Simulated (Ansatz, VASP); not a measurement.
# One calculation of ZnS, two programs

File INCAR:

```
ALGO = Normal
EDIFF = 1E-6
EDIFFG = -0.02
ENCUT = 520
GGA = PE
IBRION = 2
ISIF = 2
ISMEAR = -1
LASPH = True
LCHARG = False
LREAL = False
LWAVE = False
NELM = 100
NSW = 80
PREC = Accurate
SIGMA = 0.02
```

KPOINTS

```
k-points
0
Gamma
  9 9 9
```

The input POSCAR:

```
ZnS
1.0
    0.0000000000      2.7020000000      2.7020000000
    2.7020000000      0.0000000000      2.7020000000
    2.7020000000      2.7020000000      0.0000000000
Zn S
1 1
Direct
    0.2500000000      0.2500000000      0.2500000000
    0.0000000000      0.0000000000      0.0000000000
```

Input for Ansatz:

```yaml
crystal:
  lattice:
    - [0.0, 2.702, 2.702]
    - [2.702, 0.0, 2.702]
    - [2.702, 2.702, 0.0]
  atoms:
    - { symbol: Zn, position: [0.25, 0.25, 0.25] }
    - { symbol: S, position: [0.0, 0.0, 0.0] }
kpoints:
  mp_grid: { grid: [9, 9, 9] }
scf:
  occupations: { method: fermi_dirac, width: 0.02 }
hamiltonian:
  xc: pbe
  pseudopotentials: { kind: paw }
output:
  forces: true
  stress: true
  populations: true
  efg:
    quadrupole_moments_barn: { Zn: 0.122, S: -0.0694 }
    contact_densities: true
relax:
  f_tol: 0.02
  max_steps: 60
```

Alike in both runs: task relaxation of the atoms; functional PBE; k mesh 9 × 9 × 9; occupations fermi-dirac, width 0.02 eV; no spin polarisation.

```csv
,VASP,Ansatz
version,VASP 6.6.1,Ansatz 0.2.0
potentials or method,"VASP PAW PBE potentials, release 64 (Zn, S)","plane-wave PAW, scalar-relativistic"
plane-wave cutoff (eV),520,420
valence electrons in the cell,18,18
```

|  | VASP | Ansatz | Ansatz less VASP |
| --- | --- | --- | --- |
| gap on the k mesh at the Fermi level, each at its own relaxed structure (eV) | 2.11 | 2.11 | -0.005 |

Ansatz's warnings: stress scf threshold loose.

Noted on VASP's run: the relaxation stopped at its first step, so nothing moved.
